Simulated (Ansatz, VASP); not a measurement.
Ta4O: VASP beside Ansatz

```
Ta O
1.0
     3.24255    0.00000    0.00000
     0.00000    3.24255    0.00000
     0.00000    0.00000    7.33209
Ta O
4 1
Direct
  0.00000 0.00000 0.50000
  0.50000 0.50000 0.78242
  0.50000 0.50000 0.21758
  0.00000 0.00000 0.00000
  0.50000 0.50000 0.50000
```

Alike in both runs: functional r2SCAN; k mesh 12 × 12 × 6; occupations gaussian, width 0.1 eV; no spin polarisation.

Ansatz relaxed the structure, and its values are those at the end. VASP's run is a single point on that final structure, the one shown.

```csv
,VASP,Ansatz
version,VASP 6.6.1,Ansatz 0.2.0
potentials or method,"VASP PAW PBE potentials, release 64 (Ta_pv, O), cutoff 520 eV","scalar-relativistic, plane waves, PAW"
valence electrons in the cell,50,58
```

Ansatz gave:

* gap on the k mesh at the Fermi level (eV): none
* pressure (GPa): 0.0
* rms of the force components (eV/Å): 0.000

Q: Estimate VASP's values.

A: gap on the k mesh at the Fermi level (eV): none; pressure (GPa): 0.9; rms of the force components (eV/Å): 0.013.

VASP's potentials were made for PBE, not for r2SCAN. A gap of «none» marks a metal or a gap that the smearing closes. VASP's potentials hold 50 valence electrons a cell and Ansatz's 58, so a difference there can come from the potentials and not from the codes.

Neither program's run includes spin-orbit coupling.
